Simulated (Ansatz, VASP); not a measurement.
## Sn in VASP and in Ansatz

Contents of INCAR:

```
  ALGO = Fast
  EDIFF = 1E-6
  ENCUT = 520
  GGA = PE
  ISIF = 2
  ISMEAR = 0
  LASPH = T
  LCHARG = F
  LREAL = F
  LWAVE = F
  NBANDS = 58
  NELM = 100
  PREC = Accurate
  SIGMA = 0.1
```

Contents of KPOINTS:

```
k-points
0
Gamma
  4 4 4
```

POSCAR

```
Sn
1.0
    5.5600000000      0.0000000000      0.0000000000
    0.0000000000      5.5600000000      0.0000000000
    0.0000000000      0.0000000000      5.5600000000
Sn
7
Direct
    0.5000000000      0.5000000000      0.0000000000
    0.0000000000      0.5000000000      0.5000000000
    0.5000000000      0.0000000000      0.5000000000
    0.5000000000      0.5000000000      0.5000000000
    0.5000000000      0.0000000000      0.0000000000
    0.0000000000      0.5000000000      0.0000000000
    0.0000000000      0.0000000000      0.5000000000
```

Input for Ansatz:

```yaml
crystal:
  lattice:
    - [5.56, 0.0, 0.0]
    - [0.0, 5.56, 0.0]
    - [0.0, 0.0, 5.56]
  atoms:
    - { symbol: Sn, position: [0.5, 0.5, 0.0] }
    - { symbol: Sn, position: [0.0, 0.5, 0.5] }
    - { symbol: Sn, position: [0.5, 0.0, 0.5] }
    - { symbol: Sn, position: [0.5, 0.5, 0.5] }
    - { symbol: Sn, position: [0.5, 0.0, 0.0] }
    - { symbol: Sn, position: [0.0, 0.5, 0.0] }
    - { symbol: Sn, position: [0.0, 0.0, 0.5] }
basis:
  ecutwfc: 420
kpoints:
  mp_grid: { grid: [4, 4, 4] }
hamiltonian:
  xc: pbe
scf:
  occupations: { method: gaussian, width: 0.1 }
  lower_state_search: "off"
output:
  forces: true
  stress: true
  eigenvalues: true
```

Alike in both runs: task single point; functional PBE; k mesh 4 × 4 × 4; occupations gaussian, width 0.1 eV; no spin polarisation.

|  | VASP | Ansatz |
| --- | --- | --- |
| version | VASP 6.6.1 | Ansatz 0.2.0 |
| potentials or method | VASP PAW PBE potentials, release 64 (Sn_d), cutoff 520 eV | scalar-relativistic, plane waves, PAW |
| valence electrons in the cell | 98 | 98 |

Ansatz gave:

* gap on the k mesh at the Fermi level (eV): none
* pressure (GPa): 21.1

Which values does VASP return?

gap on the k mesh at the Fermi level (eV): none; pressure (GPa): 21.0.

A gap of «none» marks a metal or a gap that the smearing closes. The functional is the same, so the differences come from potentials, cutoffs and numerics.
